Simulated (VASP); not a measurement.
NaH, 2 atoms in the cell. It takes space group Fm-3m (No. 225, cubic). Conventional cell: a = 4.589 Å, b = 4.589 Å, c = 4.589 Å, α = 90.00°, β = 90.00°, γ = 90.00°. Na (site symmetry m-3m) has 6 H at 2.29 Å within 3.0 Å. Within 3.0 Å of H (site symmetry m-3m) lie 6 Na at 2.29 Å. 

- Program: VASP 6.6.1
- Task: single point
- Functional: PBEsol
- Potentials or basis: VASP PAW PBE potentials, release 64 (Na_pv, H)
- Cutoff: 520 eV
- k mesh: 8 × 8 × 8
- Occupations: gaussian, width 0.01 eV
- Spin: no spin polarisation
- Dipole correction: no
- Further INCAR settings: ALGO = Normal; EDIFF = 1e-06; NBANDS = 11

Potentials or basis: VASP PAW PBE potentials, release 64 (Na_pv, H).

Launch:

```console
$ cat potpaw_PBE.64/Na_pv/POTCAR potpaw_PBE.64/H/POTCAR > POTCAR
$ mpirun -np 1 vasp_std > vasp.out
```

Hardware: 1 thread of Intel(R) Xeon(R) Platinum 8175M CPU @ 2.50GHz (Skylake/Cascade Lake), on a shared host.

Task: How long does it take, and how much memory?

Result: Wall time 4.8 s on 1 thread of Intel(R) Xeon(R) Platinum 8175M CPU @ 2.50GHz (Skylake/Cascade Lake), with other jobs on the host, peak memory 0.13 GiB. Counts: scf iterations 11, k points 29.
